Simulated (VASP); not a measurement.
Runs of VASP 6.6.1 on Ag. The structure is that of space group Im-3m (No. 229), or close to it. The cells are those of the table. 

| cell | k mesh | gap on the mesh (eV) | pressure (GPa) |
| --- | --- | --- | --- |
| a = 2.785 Å, angles 109.5°, 1 atom | 15 × 15 × 15 | none | (a) |
| a = 3.018 Å, angles 109.5°, 1 atom | 15 × 15 × 15 | none | (b) |
| a = 2.906 Å, angles 109.5°, 1 atom | 14 × 14 × 14 | none | -0.1 |
| a = 2.827 Å, angles 109.5°, 1 atom | 15 × 15 × 15 | none | 7.1 |
| a = 2.982 Å, angles 109.5°, 1 atom | 15 × 15 × 15 | none | -4.6 |
| a = 2.906 Å, angles 109.5°, 1 atom | 22 × 22 × 22 | none | -0.2 |
| a = 2.906 Å, angles 109.5°, 1 atom | 15 × 15 × 15 | none | -0.3 |
| a = 2.945 Å, angles 109.5°, 1 atom | 15 × 15 × 15 | none | -2.8 |

Alike in all rows: task single point; level RPBE; potentials or basis VASP PAW PBE potentials, release 64 (Ag); no spin polarisation; cutoff (eV) 520; smearing fermi-dirac 0.1 eV.

Task: Estimate the missing entries.

Result: (a) 12.7; (b) -6.0.

Caveats: the PAW data sets were made with another functional, which shifts forces and pressure a little.

A k mesh can miss the band edges, and the runs leave out spin-orbit coupling on Ag.

A gap of «none» marks levels without a gap at the run's occupations.
